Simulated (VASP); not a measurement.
# Ge (Cmmm) in VASP: single point with PBE

Aim: the single point of Ge with PBE.

Program: VASP 6.6.1. These are calculated values, not measurements. Logs are shortened: lines on timing, memory, paths and dates and some standing lists are left out, and cuts for length are marked.

## (1) The cell of the first run

It takes space group Cmmm (No. 65, orthorhombic). The conventional cell has a = 3.829 Å, b = 3.837 Å, c = 2.711 Å, α = 90.00°, β = 90.00°, γ = 90.00°. Within 3.6 Å of Ge (site symmetry mmm) lie 6 Ge at 2.71 Å.

## (2) Single point, PBE

Contents of INCAR:

```
PREC = Accurate
ENCUT = 520
EDIFF = 1E-7
ISMEAR = 0
SIGMA = 0.1
LREAL = False
LASPH = True
NELM = 100
ALGO = Normal
ISIF = 2
LWAVE = False
LCHARG = False
GGA = PE
NBANDS = 13
```

Contents of KPOINTS:

```
Automatic mesh
0
Gamma
  20 20 20
```

Contents of POSCAR:

```
Ge
1.0
    1.9147291214     -1.9187364467      0.0000000000
    1.9147291214      1.9187364467      0.0000000000
    0.0000000000      0.0000000000      2.7112500247
Ge
1
Direct
    0.0000000000      0.0000000000      0.0000000000
```

Potentials or basis: VASP PAW PBE potentials, release 64 (Ge_d).

On the command line:

```
cat potpaw_PBE.64/Ge_d/POTCAR > POTCAR
mpirun -np 1 vasp_std > vasp.out
```

OUTCAR:

```text
PREC = Accurate
   ENCUT = 520
   EDIFF = 1E-7
   ISMEAR = 0
   LREAL = False
   LASPH = True
   NELM = 100
   ISIF = 2
   GGA = PE

 ion  position               nearest neighbor table
   1  0.000  0.000  0.000-

  LATTYP: Found a base centered orthorhombic cell.
 ALAT       =     3.8294582428
 B/A-ratio  =     1.0020928941
 C/A-ratio  =     0.7079983258

  Lattice vectors:

 A1 = (   1.9147291214,  -1.9187364467,   0.0000000000)
 A2 = (   1.9147291214,   1.9187364467,   0.0000000000)
 A3 = (   0.0000000000,   0.0000000000,   2.7112500247)

Analysis of symmetry for initial positions (statically):
=====================================================================
 Subroutine PRICEL returns:
 Original cell was already a primitive cell.

 Routine SETGRP: Setting up the symmetry group for a
 base centered orthorhombic supercell.

 Subroutine GETGRP returns: Found  8 space group operations
 (whereof  8 operations were pure point group operations)
 out of a pool of  8 trial point group operations.

The static configuration has the point symmetry D_2h.

Analysis of symmetry for dynamics (positions and initial velocities):
=====================================================================
 Subroutine PRICEL returns:
 Original cell was already a primitive cell.

 Routine SETGRP: Setting up the symmetry group for a
 base centered orthorhombic supercell.

 Subroutine GETGRP returns: Found  8 space group operations
 (whereof  8 operations were pure point group operations)
 out of a pool of  8 trial point group operations.

The dynamic configuration has the point symmetry D_2h.

 Subroutine INISYM returns: Found  8 space group operations
 (whereof  8 operations are pure point group operations),
 and found     1 'primitive' translations

----------------------------------------------------------------------------------------

                                     Primitive cell

  volume of cell :      19.9215

  direct lattice vectors                    reciprocal lattice vectors
     1.914729121 -1.918736447  0.000000000     0.261133543 -0.260588160  0.000000000
     1.914729121  1.918736447  0.000000000     0.261133543  0.260588160  0.000000000
     0.000000000  0.000000000  2.711250025     0.000000000  0.000000000  0.368833560

  length of vectors
     2.710670980  2.710670980  2.711250025     0.368913156  0.368913156  0.368833560

  position of ions in fractional coordinates (direct lattice)
     0.000000000  0.000000000  0.000000000

  ion indices of the primitive-cell ions
   primitive index   ion index
                 1           1

----------------------------------------------------------------------------------------

 KPOINTS: Automatic mesh

Automatic generation of k-mesh.
 Grid dimensions read from file:
 generate k-points for:   20   20   20

 Generating k-lattice:

  Cartesian coordinates                     Fractional coordinates (reciprocal lattice)
     0.013056677 -0.013029408  0.000000000     0.050000000 -0.000000000  0.000000000
     0.013056677  0.013029408  0.000000000    -0.000000000  0.050000000  0.000000000
     0.000000000  0.000000000  0.018441678     0.000000000  0.000000000  0.050000000

  Length of vectors
     0.018445658  0.018445658  0.018441678

  Shift w.r.t. Gamma in fractional coordinates (k-lattice)
     0.000000000  0.000000000  0.000000000

 Subroutine IBZKPT returns following result:
 ===========================================

 Found   1221 irreducible k-points:

 Following reciprocal coordinates:
            Coordinates               Weight
  0.000000  0.000000  0.000000      1.000000
  0.050000  0.000000  0.000000      4.000000
  0.100000 -0.000000  0.000000      4.000000
  0.150000 -0.000000  0.000000      4.000000
  0.200000 -0.000000  0.000000      4.000000
  0.250000 -0.000000  0.000000      4.000000
[... 16 lines left out ...]
 -0.400000  0.050000  0.000000      4.000000
 -0.350000  0.050000  0.000000      4.000000
 [... further k-points ...]
   k-points           NKPTS =   1221   k-points in BZ     NKDIM =   1221   number of bands    NBANDS=     13
   number of dos      NEDOS =    301   number of ions     NIONS =      1
   total plane-waves  NPLWV =   8000
   dimension x,y,z NGX =    20 NGY =   20 NGZ =   20
   dimension x,y,z NGXF=    40 NGYF=   40 NGZF=   40
   ions per type =               1
   NGX,Y,Z   is equivalent  to a cutoff of  12.27, 12.27, 12.26 a.u.
   NGXF,Y,Z  is equivalent  to a cutoff of  24.53, 24.53, 24.53 a.u.
 SYSTEM =  unknown system
   PREC   = accura    normal or accurate (medium, high low for compatibility)
   ISTART =      0    job   : 0-new  1-cont  2-samecut
   ICHARG =      2    charge: 1-file 2-atom 10-const
   ISPIN  =      1    spin polarized calculation?
   LNONCOLLINEAR =      F non collinear calculations
   LSORBIT =      F    spin-orbit coupling
   LASPH  =      T    aspherical Exc in radial PAW
   ENCUT  =  520.0 eV  38.22 Ry    6.18 a.u.   5.04  5.04  5.04*2*pi/ulx,y,z
   NELM   =    100;   NELMIN=  2; NELMDL= -5     # of ELM steps
   EDIFF  = 0.1E-06   stopping-criterion for ELM
   LREAL  =      F    real-space projection
   EDIFFG = 0.1E-05   stopping-criterion for IOM
   NSW    =      0    number of steps for IOM
   IBRION =     -1    ionic relax: 0-MD 1-quasi-New 2-CG
   NFREE  =      0    steps in history (QN), initial steepest desc. (CG)
   ISIF   =      2    stress and relaxation
   ISYM   =      2    0-nonsym 1-usesym 2-fastsym
   POTIM  = 0.5000    time-step for ionic-motion
   TEBEG  =    0.0;   TEEND  =   0.0 temperature during run
   PSTRESS=    0.0 pullay stress
   NELECT =      14.0000    total number of electrons
   NUPDOWN=      -1.0000    fix difference up-down
   EMIN   =  10.00;   EMAX   =-10.00  energy-range for DOS
   EFERMI =   0.00;   METHOD = LEGACY
   ISMEAR =     0;   SIGMA  =   0.10  broadening in eV -4-tet -1-fermi 0-gaus
   EFERMI_NEDOS =   21; number of points for ismear=-14 and -15
   IALGO  =     38    algorithm
   IMIX   =      4    mixing-type and parameters
     AMIX     =   0.40;   BMIX     =  1.00
     AMIX_MAG =   1.60;   BMIX_MAG =  1.00
  volume/ion in A,a.u.               =      19.92       134.44
  Fermi-wavevector in a.u.,A,eV,Ry     =   1.455493  2.750483 28.823393  2.118460
  Thomas-Fermi vector in A             =   2.572521
   LORBIT       =      0    0 simple, 1 ext, 2 COOP (PROOUT), +10 PAW based schemes
   GGA     = PE    functional components
   LHFCALC =     F    Hartree Fock is set to
   AEXX    =    0.0000 exact exchange contribution
   IVDW    =     0    specifies the selected vdW correction
   LEPSILON=     F    determine dielectric tensor
   LRPA    =     F    only Hartree local field effects (RPA)
 non-spin polarized calculation
 Gauss-broadening in eV      SIGMA  =   0.10
  energy-cutoff  :      520.00
  volume of cell :       19.92
 maximum number of plane-waves:       554
   NGX = 11   NGY = 11   NGZ = 11

 number of electron      13.9999969 magnetization

 Free energy of the ion-electron system (eV)
  ---------------------------------------------------
  ext. energy  EPLUGINS =         0.00000000
  ---------------------------------------------------
  free energy    TOTEN  =        -4.27095315 eV

  energy without entropy =       -4.26845097  energy(sigma->0) =       -4.26970206

 E-fermi :   5.8962     XC(G=0): -10.9084

 val. band max:        5.8958106553   @ k =  -0.3000   0.3000   0.2000
 cond. band min:       5.9019382915   @ k =   0.4500   0.4500   0.4000
 fundamental gap:      0.0061276361
 Fermi energy:         5.8962415733

 k-point     1 :       0.0000    0.0000    0.0000
  band No.  band energies     occupation
      1     -18.7582      2.00000
      2     -18.7580      2.00000
      3     -18.5155      2.00000
      4     -18.5152      2.00000
      5     -18.5150      2.00000
      6      -6.8156      2.00000
      7      12.4916      0.00000
      8      12.4938      0.00000
      9      12.5057      0.00000
     10      15.9307      0.00000
     11      15.9349      0.00000
     12      18.3414      0.00000
     13      34.4757      0.00000

 k-point     2 :       0.0500    0.0000    0.0000
  band No.  band energies     occupation
      1     -18.7578      2.00000
      2     -18.7535      2.00000
      3     -18.5168      2.00000
      4     -18.5167      2.00000
      5     -18.5151      2.00000
      6      -6.7668      2.00000
      7      11.6932      0.00000
      8      12.5386      0.00000
      9      12.5468      0.00000
     10      15.9753      0.00000
     11      16.5760      0.00000
     12      18.6330      0.00000
     13      32.8783      0.00000

 k-point     3 :       0.1000   -0.0000    0.0000
  band No.  band energies     occupation
      1     -18.7568      2.00000
      2     -18.7399      2.00000
      3     -18.5213      2.00000
      4     -18.5213      2.00000
      5     -18.5147      2.00000
      6      -6.6205      2.00000
      7      10.1669      0.00000
      8      12.6785      0.00000
      9      12.6866      0.00000
     10      16.1058      0.00000
     11      17.3569      0.00000
     12      19.7562      0.00000
     13      31.0876      0.00000
[... 305 lines left out ...]
 k-point    23 :      -0.4000    0.0500    0.0000
  band No.  band energies     occupation
      1     -18.7426      2.00000
      2     -18.5846      2.00000
      3     -18.5746      2.00000
      4     -18.5724      2.00000
      5     -18.5120      2.00000
      6      -3.8470      2.00000
      7       1.5974      2.00000
      8      14.2089      0.00000
      9      14.9535      0.00000
     10      18.9451      0.00000
     11      20.0444      0.00000
     12      22.1007      0.00000
     13      23.0695      0.00000

 k-point    24 :      -0.3500    0.0500    0.0000
  band No.  band energies     occupation
      1     -18.7440      2.00000
      2     -18.6054      2.00000
      3     -18.5676      2.00000
      4     -18.5654      2.00000
      5     -18.5126      2.00000
      6      -4.4613      2.00000
      7       2.7261      2.00000
      8      13.7606      0.00000
      9      14.5321      0.00000
     10      18.4086      0.00000
     11      19.8144      0.00000
     12      22.6999      0.00000
     13      23.9761      0.00000

 [... further k-points ...]

------------------------ aborting loop because EDIFF is reached ----------------------------------------

  FORCE on cell =-STRESS in cart. coord.  units (eV):
  Direction    XX          YY          ZZ          XY          YZ          ZX
  --------------------------------------------------------------------------------------
  -------------------------------------------------------------------------------------
  Total       -0.0034335     -0.0118732     -0.0103821     -0.0000000      0.0000000      0.0000000
  in kB       -0.2761409     -0.9548973     -0.8349760     -0.0000000      0.0000000      0.0000000
  external PRESSURE =      -0.6886714 kB  Pullay stress =       0.0000000 kB

 VOLUME and BASIS-vectors are now :
 -----------------------------------------------------------------------------
  energy-cutoff  :      520.00
  volume of cell :       19.92
      direct lattice vectors                 reciprocal lattice vectors
     1.914729121 -1.918736447  0.000000000     0.261133543 -0.260588160  0.000000000
     1.914729121  1.918736447  0.000000000     0.261133543  0.260588160  0.000000000
     0.000000000  0.000000000  2.711250025     0.000000000  0.000000000  0.368833560

 POSITION                                       TOTAL-FORCE (eV/Angst)
 -----------------------------------------------------------------------------------
      0.00000      0.00000      0.00000         0.000000     -0.000000      0.000000
 -----------------------------------------------------------------------------------
    total drift:                                0.000000      0.000000      0.000000

  FREE ENERGIE OF THE ION-ELECTRON SYSTEM (eV)
  ---------------------------------------------------
  free  energy   TOTEN  =        -4.2709531466 eV

  energy  without entropy=       -4.2684509656  energy(sigma->0) =       -4.26970206
```

Wall time 2.8 min (1 thread of Intel Xeon Platinum 8259CL at 2.50GHz (Skylake/Cascade Lake), shared host); peak memory 0.37 GiB.

What came out:

```yaml
Free_energy: -4.2710 eV
Pressure: -0.1 GPa
Band_gap_on_the_k_mesh: zero (band 7 reaches 12.49 eV, above the bottom of band 8 at 3.40 eV)
```
